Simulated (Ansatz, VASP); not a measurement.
# One calculation of CdS, two programs

File INCAR:

```
PREC = Accurate
ENCUT = 520
EDIFF = 1E-7
ISMEAR = 0
SIGMA = 0.02
LREAL = False
LASPH = True
NELM = 60
ALGO = Normal
ISIF = 2
LWAVE = False
LCHARG = False
GGA = PE
NBANDS = 36
```

The input KPOINTS:

```
Automatic mesh
0
Gamma
  8 8 8
```

The input POSCAR:

```
CdS
1.0
    0.0000000000      2.9627786867     -2.9627786867
    5.9255573734      0.0000000000      0.0000000000
   -2.9627786867     -5.9255573734     -2.9627786867
Cd S
3 3
Direct
    1.0000000000      0.0000000000      1.0000000000
    0.3333333333      0.3333333333      0.6666666667
    0.6666666667      0.6666666667      0.3333333333
    0.1666666667      0.4166666667      0.3333333333
    0.5000000000      0.7500000000      0.0000000000
    0.8333333333      0.0833333333      0.6666666667
```

Input for Ansatz:

```yaml
crystal:
  lattice:
    - [0.0, 2.9627786867, -2.9627786867]
    - [5.9255573734, 0.0, 0.0]
    - [-2.9627786867, -5.9255573734, -2.9627786867]
  atoms:
    - { symbol: Cd, position: [1.0, 0.0, 1.0] }
    - { symbol: Cd, position: [0.3333333333, 0.3333333333, 0.6666666667] }
    - { symbol: Cd, position: [0.6666666667, 0.6666666667, 0.3333333333] }
    - { symbol: S, position: [0.1666666667, 0.4166666667, 0.3333333333] }
    - { symbol: S, position: [0.5, 0.75, 0.0] }
    - { symbol: S, position: [0.8333333333, 0.0833333333, 0.6666666667] }
basis:
  ecutwfc: 420
kpoints:
  mp_grid: { grid: [8, 8, 8] }
  band_path: { path: [VBM, CBM], npoints: 2 }
hamiltonian:
  xc: pbe
scf:
  occupations: { method: gaussian, width: 0.02 }
output:
  forces: true
  stress: true
  eigenvalues: true
checkpoint:
  read: start.run
  write: ck
  compress: false
  write_wavefunctions: false
  write_every: 100000
```

Alike in both runs: task single point; functional PBE; k mesh 8 × 8 × 8; occupations gaussian, width 0.02 eV; no spin polarisation.

|  | VASP | Ansatz |
| --- | --- | --- |
| version | VASP 6.6.1 | Ansatz 0.2.0 |
| potentials or method | VASP PAW PBE potentials, release 64 (Cd, S), cutoff 520 eV | scalar-relativistic, plane waves, PAW |
| valence electrons in the cell | 54 | 78 |

```csv
,VASP,Ansatz,Ansatz less VASP
gap on the k mesh at the Fermi level (eV),1.04,1.04,-0.002
least direct gap on the mesh (eV),1.04,1.04,-0.002
pressure (GPa),0.3,0.0,-0.29
```

VASP's potentials hold 54 valence electrons a cell and Ansatz's 78, so a difference there can come from the potentials and not from the codes.
